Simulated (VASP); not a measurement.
# LiBPt (P-6m2) in VASP: a series of runs

The runs below take LiBPt through single point, relaxation of cell and atoms, with PBE.

Everything below comes from runs of VASP 6.6.1. Logs are shortened: lines on timing, memory, paths and dates and some standing lists are left out, and cuts for length are marked.

## Step 1: The cell of the first run

It takes space group P-6m2 (No. 187, hexagonal). Conventional cell: a = 3.512 Å, b = 3.512 Å, c = 3.927 Å, α = 90.00°, β = 90.00°, γ = 120.00°. Li (site symmetry -6m2) has 6 B at 2.82 Å and 6 Pt at 2.82 Å and 6 Li at 3.51 Å within 3.7 Å. B (site symmetry -6m2) has 3 Pt at 2.03 Å within 2.7 Å. Within 2.7 Å of Pt (site symmetry -6m2) lie 3 B at 2.03 Å.

The cell was built from a structure type or drawn by symmetry, and may not be a known phase.

## Step 2: Single point, PBE

INCAR

```
SYSTEM = LiBPt
  PREC = Accurate
  ENCUT = 520
  EDIFF = 1E-6
  ISMEAR = 0
  SIGMA = 0.1
  LREAL = .FALSE.
  LASPH = .TRUE.
  NELM = 60
  ALGO = Fast
  ISIF = 2
  LWAVE = .FALSE.
  LCHARG = .FALSE.
  GGA = PE
  NBANDS = 15
```

KPOINTS

```
regular mesh
0
G
  18 18 12
  0 0 0
```

POSCAR

```
LiBPt
1.0
    3.5124872240      0.0000000000      0.0000000000
   -1.7562436120      3.0419031664      0.0000000000
    0.0000000000      0.0000000000      3.9270314001
Li B Pt
1 1 1
Direct
    0.0000000000      0.0000000000      0.0000000000
    0.6666666667      0.3333333333      0.5000000000
    0.3333333333      0.6666666667      0.5000000000
```

Potentials or basis: VASP PAW PBE potentials, release 64 (Li_sv, B, Pt).

The run is started by

```bash
cat potpaw_PBE.64/Li_sv/POTCAR potpaw_PBE.64/B/POTCAR potpaw_PBE.64/Pt/POTCAR > POTCAR
mpirun -np 1 vasp_std > vasp.out
```

OUTCAR:

```text
SYSTEM = LiBPt
   PREC = Accurate
   ENCUT = 520
   EDIFF = 1E-6
   ISMEAR = 0
   LREAL = .FALSE.
   LASPH = .TRUE.
   NELM = 60
   ISIF = 2
   GGA = PE

 ion  position               nearest neighbor table
   1  0.000  0.000  0.000-   3 2.82   3 2.82   3 2.82   3 2.82   3 2.82   3 2.82
   2  0.667  0.333  0.500-   3 2.03   3 2.03   3 2.03
   3  0.333  0.667  0.500-   2 2.03   2 2.03   2 2.03   1 2.82   1 2.82   1 2.82   1 2.82   1 2.82
                             1 2.82

  LATTYP: Found a hexagonal cell.
 ALAT       =     3.5124872240
 C/A-ratio  =     1.1180201235

  Lattice vectors:

 A1 = (   3.5124872240,   0.0000000000,   0.0000000000)
 A2 = (  -1.7562436120,   3.0419031664,   0.0000000000)
 A3 = (   0.0000000000,   0.0000000000,   3.9270314001)

Analysis of symmetry for initial positions (statically):
=====================================================================
 Subroutine PRICEL returns:
 Original cell was already a primitive cell.

 Routine SETGRP: Setting up the symmetry group for a
 hexagonal supercell.

 Subroutine GETGRP returns: Found 12 space group operations
 (whereof 12 operations were pure point group operations)
 out of a pool of 24 trial point group operations.

The static configuration has the point symmetry D_3h.

Analysis of symmetry for dynamics (positions and initial velocities):
=====================================================================
 Subroutine PRICEL returns:
 Original cell was already a primitive cell.

 Routine SETGRP: Setting up the symmetry group for a
 hexagonal supercell.

 Subroutine GETGRP returns: Found 12 space group operations
 (whereof 12 operations were pure point group operations)
 out of a pool of 24 trial point group operations.

The dynamic configuration has the point symmetry D_3h.

 Subroutine INISYM returns: Found 12 space group operations
 (whereof 12 operations are pure point group operations),
 and found     1 'primitive' translations

----------------------------------------------------------------------------------------

                                     Primitive cell

  volume of cell :      41.9589

  direct lattice vectors                    reciprocal lattice vectors
     3.512487224  0.000000000  0.000000000     0.284698544  0.164370781  0.000000000
    -1.756243612  3.041903166  0.000000000     0.000000000  0.328741563  0.000000000
     0.000000000  0.000000000  3.927031400     0.000000000  0.000000000  0.254645277

  length of vectors
     3.512487224  3.512487224  3.927031400     0.328741563  0.328741563  0.254645277

  position of ions in fractional coordinates (direct lattice)
     0.000000000  0.000000000  0.000000000
     0.666666667  0.333333333  0.500000000
     0.333333333  0.666666667  0.500000000

  ion indices of the primitive-cell ions
   primitive index   ion index
                 1           1
                 2           2
                 3           3

----------------------------------------------------------------------------------------

 KPOINTS: regular mesh

Automatic generation of k-mesh.
 Grid dimensions read from file:
 generate k-points for:   18   18   12

 Generating k-lattice:

  Cartesian coordinates                     Fractional coordinates (reciprocal lattice)
     0.015816586  0.009131710  0.000000000     0.055555556  0.000000000  0.000000000
     0.000000000  0.018263420  0.000000000     0.000000000  0.055555556  0.000000000
     0.000000000  0.000000000  0.021220440     0.000000000  0.000000000  0.083333333

  Length of vectors
     0.018263420  0.018263420  0.021220440

  Shift w.r.t. Gamma in fractional coordinates (k-lattice)
     0.000000000  0.000000000  0.000000000

 Subroutine IBZKPT returns following result:
 ===========================================

 Found    259 irreducible k-points:

 Following reciprocal coordinates:
            Coordinates               Weight
  0.000000  0.000000  0.000000      1.000000
  0.055556  0.000000  0.000000      6.000000
  0.111111  0.000000  0.000000      6.000000
  0.166667  0.000000  0.000000      6.000000
  0.222222  0.000000  0.000000      6.000000
  0.277778  0.000000  0.000000      6.000000
[... 16 lines left out ...]
  0.333333  0.111111  0.000000     12.000000
  0.388889  0.111111  0.000000     12.000000
 [... further k-points ...]
   k-points           NKPTS =    259   k-points in BZ     NKDIM =    259   number of bands    NBANDS=     15
   number of dos      NEDOS =    301   number of ions     NIONS =      3
   total plane-waves  NPLWV =  23520
   dimension x,y,z NGX =    28 NGY =   28 NGZ =   30
   dimension x,y,z NGXF=    56 NGYF=   56 NGZF=   60
   ions per type =               1   1   1
   NGX,Y,Z   is equivalent  to a cutoff of  13.25, 13.25, 12.70 a.u.
   NGXF,Y,Z  is equivalent  to a cutoff of  26.50, 26.50, 25.40 a.u.
 SYSTEM =  LiBPt
   PREC   = accura    normal or accurate (medium, high low for compatibility)
   ISTART =      0    job   : 0-new  1-cont  2-samecut
   ICHARG =      2    charge: 1-file 2-atom 10-const
   ISPIN  =      1    spin polarized calculation?
   LNONCOLLINEAR =      F non collinear calculations
   LSORBIT =      F    spin-orbit coupling
   LASPH  =      T    aspherical Exc in radial PAW
   ENCUT  =  520.0 eV  38.22 Ry    6.18 a.u.   6.53  6.53  7.30*2*pi/ulx,y,z
   NELM   =     60;   NELMIN=  2; NELMDL= -5     # of ELM steps
   EDIFF  = 0.1E-05   stopping-criterion for ELM
   LREAL  =      F    real-space projection
   EDIFFG = 0.1E-04   stopping-criterion for IOM
   NSW    =      0    number of steps for IOM
   IBRION =     -1    ionic relax: 0-MD 1-quasi-New 2-CG
   NFREE  =      0    steps in history (QN), initial steepest desc. (CG)
   ISIF   =      2    stress and relaxation
   ISYM   =      2    0-nonsym 1-usesym 2-fastsym
   POTIM  = 0.5000    time-step for ionic-motion
   TEBEG  =    0.0;   TEEND  =   0.0 temperature during run
   PSTRESS=    0.0 pullay stress
   NELECT =      16.0000    total number of electrons
   NUPDOWN=      -1.0000    fix difference up-down
   EMIN   =  10.00;   EMAX   =-10.00  energy-range for DOS
   EFERMI =   0.00;   METHOD = LEGACY
   ISMEAR =     0;   SIGMA  =   0.10  broadening in eV -4-tet -1-fermi 0-gaus
   EFERMI_NEDOS =   21; number of points for ismear=-14 and -15
   IALGO  =     68    algorithm
   IMIX   =      4    mixing-type and parameters
     AMIX     =   0.40;   BMIX     =  1.00
     AMIX_MAG =   1.60;   BMIX_MAG =  1.00
  volume/ion in A,a.u.               =      13.99        94.38
  Fermi-wavevector in a.u.,A,eV,Ry     =   1.187153  2.243394 19.175126  1.409332
  Thomas-Fermi vector in A             =   2.323310
   LORBIT       =      0    0 simple, 1 ext, 2 COOP (PROOUT), +10 PAW based schemes
   GGA     = PE    functional components
   LHFCALC =     F    Hartree Fock is set to
   AEXX    =    0.0000 exact exchange contribution
   IVDW    =     0    specifies the selected vdW correction
   LEPSILON=     F    determine dielectric tensor
   LRPA    =     F    only Hartree local field effects (RPA)
 non-spin polarized calculation
 RMM-DIIS sequential band-by-band and
 Gauss-broadening in eV      SIGMA  =   0.10
  energy-cutoff  :      520.00
  volume of cell :       41.96
 maximum number of plane-waves:      1152
 NGX is ok and might be reduce to    28
   NGX = 13   NGY = 13   NGZ = 15

 number of electron      15.9999996 magnetization

 Free energy of the ion-electron system (eV)
  ---------------------------------------------------
  ext. energy  EPLUGINS =         0.00000000
  ---------------------------------------------------
  free energy    TOTEN  =       -15.62236056 eV

  energy without entropy =      -15.61788287  energy(sigma->0) =      -15.62012172

 E-fermi :   5.3949     XC(G=0): -10.3074

 val. band max:        5.3947736204   @ k =   0.3889   0.1111   0.5000
 cond. band min:       5.3973250459   @ k =   0.1667   0.0000   0.0833
 fundamental gap:      0.0025514256
 Fermi energy:         5.3948629059

 k-point     1 :       0.0000    0.0000    0.0000
  band No.  band energies     occupation
      1     -40.4998      2.00000
      2      -4.9811      2.00000
      3      -0.9498      2.00000
      4      -0.9498      2.00000
      5       1.1335      2.00000
      6       2.3463      2.00000
      7       2.3463      2.00000
      8       4.3863      2.00000
      9      11.5557      0.00000
     10      11.5557      0.00000
     11      11.6531      0.00000
     12      12.6884      0.00000
     13      14.6581      0.00000
     14      14.6582      0.00000
     15      15.2306      0.00000

 k-point     2 :       0.0556    0.0000    0.0000
  band No.  band energies     occupation
      1     -40.4997      2.00000
      2      -4.9306      2.00000
      3      -0.9590      2.00000
      4      -0.9067      2.00000
      5       1.1442      2.00000
      6       2.2298      2.00000
      7       2.3394      2.00000
      8       4.5559      2.00000
      9      11.0555      0.00000
     10      11.2900      0.00000
     11      11.7465      0.00000
     12      12.7293      0.00000
     13      14.8175      0.00000
     14      14.8468      0.00000
     15      15.0767      0.00000

 k-point     3 :       0.1111    0.0000    0.0000
  band No.  band energies     occupation
      1     -40.4995      2.00000
      2      -4.7822      2.00000
      3      -0.9816      2.00000
      4      -0.7790      2.00000
      5       1.1752      2.00000
      6       1.9626      2.00000
      7       2.3194      2.00000
      8       4.9794      2.00000
      9      10.0230      0.00000
     10      10.6539      0.00000
     11      11.8413      0.00000
     12      12.8311      0.00000
     13      14.6852      0.00000
     14      15.0834      0.00000
     15      15.2212      0.00000

 k-point     4 :       0.1667    0.0000    0.0000
  band No.  band energies     occupation
      1     -40.4991      2.00000
      2      -4.5453      2.00000
      3      -1.0022      2.00000
      4      -0.5716      2.00000
      5       1.2235      2.00000
      6       1.6568      2.00000
      7       2.2890      2.00000
      8       5.5359      0.04607
      9       8.7673      0.00000
     10       9.8606      0.00000
     11      11.9237      0.00000
     12      13.0088      0.00000
     13      14.1881      0.00000
     14      15.2347      0.00000
     15      15.5012      0.00000
[... 307 lines left out ...]
 k-point    22 :       0.2778    0.1111    0.0000
  band No.  band energies     occupation
      1     -40.4977      2.00000
      2      -3.4461      2.00000
      3      -0.8039      2.00000
      4       0.5915      2.00000
      5       0.9267      2.00000
      6       1.4355      2.00000
      7       2.0803      2.00000
      8       4.6517      2.00000
      9       7.0193      0.00000
     10       7.5950      0.00000
     11      11.8944      0.00000
     12      12.8877      0.00000
     13      14.2280      0.00000
     14      14.6745      0.00000
     15      15.4661      0.00000

 k-point    23 :       0.3333    0.1111    0.0000
  band No.  band energies     occupation
      1     -40.4974      2.00000
      2      -3.1890      2.00000
      3      -0.5136      2.00000
      4       0.8064      2.00000
      5       0.9675      2.00000
      6       1.4922      2.00000
      7       2.0337      2.00000
      8       3.5751      2.00000
      9       6.4051      0.00000
     10       8.0874      0.00000
     11      11.8312      0.00000
     12      12.7203      0.00000
     13      14.2087      0.00000
     14      14.5569      0.00000
     15      15.4540      0.00000

 k-point    24 :       0.3889    0.1111    0.0000
  band No.  band energies     occupation
      1     -40.4972      2.00000
      2      -3.0345      2.00000
      3      -0.1433      2.00000
      4       0.7337      2.00000
      5       1.2628      2.00000
      6       1.5504      2.00000
      7       2.0032      2.00000
      8       2.6969      2.00000
      9       5.9712      0.00000
     10       8.4207      0.00000
     11      11.7788      0.00000
     12      12.6528      0.00000
     13      14.1400      0.00000
     14      14.5051      0.00000
     15      15.4515      0.00000

 [... further k-points ...]

------------------------ aborting loop because EDIFF is reached ----------------------------------------

  FORCE on cell =-STRESS in cart. coord.  units (eV):
  Direction    XX          YY          ZZ          XY          YZ          ZX
  --------------------------------------------------------------------------------------
  -------------------------------------------------------------------------------------
  Total        0.0480487      0.0480487     -0.0424251      0.0000000      0.0000000      0.0000000
  in kB        1.8347110      1.8347110     -1.6199780      0.0000000      0.0000000      0.0000000
  external PRESSURE =       0.6831480 kB  Pullay stress =       0.0000000 kB

 VOLUME and BASIS-vectors are now :
 -----------------------------------------------------------------------------
  energy-cutoff  :      520.00
  volume of cell :       41.96
      direct lattice vectors                 reciprocal lattice vectors
     3.512487224  0.000000000  0.000000000     0.284698544  0.164370781  0.000000000
    -1.756243612  3.041903166  0.000000000     0.000000000  0.328741563  0.000000000
     0.000000000  0.000000000  3.927031400     0.000000000  0.000000000  0.254645277

 POSITION                                       TOTAL-FORCE (eV/Angst)
 -----------------------------------------------------------------------------------
      0.00000      0.00000      0.00000         0.000000      0.000000      0.000000
      1.75624      1.01397      1.96352         0.000000      0.000000      0.000000
     -0.00000      2.02794      1.96352        -0.000000     -0.000000      0.000000
 -----------------------------------------------------------------------------------
    total drift:                               -0.000000      0.000000     -0.000000

  FREE ENERGIE OF THE ION-ELECTRON SYSTEM (eV)
  ---------------------------------------------------
  free  energy   TOTEN  =       -15.6223605578 eV

  energy  without entropy=      -15.6178828733  energy(sigma->0) =      -15.62012172
```

Wall time 5.7 min (1 thread of Intel Xeon 8259CL, shared host); peak memory 0.3 GiB.

What came out:

| Quantity | Value |
| --- | --- |
| Free energy | -15.6224 eV |
| Band gap on the k mesh | zero (bands 8 and 9 overlap by 2.20 eV) |

Caveat: the cutoff is under 1.25 times the usual one of these potentials, so pressure, stress and relaxed cells hold a basis-set (Pulay) error; spin-orbit coupling is left out, which moves the levels of the heavy elements.

## Step 3: Relaxation of cell and atoms, PBE

This run uses another cell than the first one, of 14.18 Å³/atom.

INCAR

```
ALGO     = Fast           # electronic algorithm
EDIFF    = 1E-7           # SCF threshold, eV
EDIFFG   = -0.01          # ionic threshold
ENCUT    = 600            # plane-wave cutoff, eV
GGA      = PE             # functional
IBRION   = 2              # ionic algorithm
ISIF     = 3              # what is computed and relaxed
ISMEAR   = 0              # smearing method
LASPH    = T              # aspherical terms in the spheres
LCHARG   = F              # write CHGCAR
LREAL    = F              # projectors in reciprocal space
LWAVE    = F              # write WAVECAR
NELM     = 80             # most SCF steps
NSW      = 100            # ionic steps
PREC     = Accurate       # precision mode
SIGMA    = 0.1            # smearing width, eV
```

KPOINTS

```
k-points
0
Gamma
  18 18 12
```

POSCAR

```
LiBPt
1.0
    3.4937649370      0.0000000000      0.0000000000
   -1.7468824685      3.0256891903      0.0000000000
    0.0000000000      0.0000000000      4.0244732710
Li B Pt
1 1 1
Direct
    0.0000000000      0.0000000000      0.0000000000
    0.6666666667      0.3333333333      0.5000000000
    0.3333333333      0.6666666667      0.5000000000
```

Potentials or basis: VASP PAW PBE potentials, release 64 (Li_sv, B, Pt).

The run is started by

```bash
cat potpaw_PBE.64/Li_sv/POTCAR potpaw_PBE.64/B/POTCAR potpaw_PBE.64/Pt/POTCAR > POTCAR
mpirun -np 1 vasp_std > vasp.out
```

Run time: 30 min. Hardware: 1 thread of Intel Xeon 8259CL, shared host; peak memory 0.35 GiB.

Results (log left out):

```
Free energy                           : -15.6231 eV
Relaxed volume                        : 13.95 Å³/atom
Relaxed cell                          : a = 3.516 Å, b = 3.516 Å, c = 3.909 Å, α = 90.00°, β = 90.00°, γ = 120.00°
Space group after relaxing (to 0.1 Å) : P-6m2 (No. 187)
Energy gained by relaxing             : 2.2 meV/atom
Ionic steps                           : 8
Pressure after relaxing               : 0.0 GPa
Band gap on the k mesh                : zero (bands 8 and 9 overlap by 2.24 eV)
```

The path:
```
step  energy change (eV)  largest force (eV/Å)  pressure (GPa)  volume (Å³)
   1              0.0000                0.0000            0.77        42.54
   2             -0.0022                0.0000           -1.22        42.96
   3             -0.0027                0.0000           -0.64        42.84
   4             -0.0043                0.0000           -0.47        42.60
   5             -0.0064                0.0000            0.08        41.89
   6             -0.0064                0.0000            0.15        41.82
   7             -0.0064                0.0000           -0.24        41.88
   8             -0.0065                0.0000           -0.01        41.84
```

Final structure:
```xyz
3
Lattice="3.5156 0.0000 0.0000 -1.7578 3.0446 0.0000 0.0000 0.0000 3.9092" Properties=species:S:1:pos:R:3 pbc="T T T"
Li    0.0000    0.0000    0.0000
B     1.7578    1.0149    1.9546
Pt    0.0000    2.0297    1.9546
```

Levels at points of the mesh, in eV from the Fermi level:
```tsv
k point	band 5	band 6	band 7	band 8	band 9	band 10	band 11	band 12
(0.00, 0.00, 0.00)	-4.26	-3.04	-3.04	-0.97	6.13	6.13	6.28	7.33
(0.50, 0.00, 0.00)	-4.30	-3.83	-3.27	-2.98	0.79	2.93	6.38	7.20
(0.00, 0.00, 0.50)	-3.69	-3.26	-3.26	-2.52	6.40	6.55	6.59	6.59
(0.50, 0.00, 0.50)	-4.27	-3.59	-3.04	-1.63	-0.17	1.36	3.71	8.17
```

Caveat: the cutoff is under 1.25 times the usual one of these potentials, so pressure, stress and relaxed cells hold a basis-set (Pulay) error; spin-orbit coupling is left out, which moves the levels of the heavy elements.
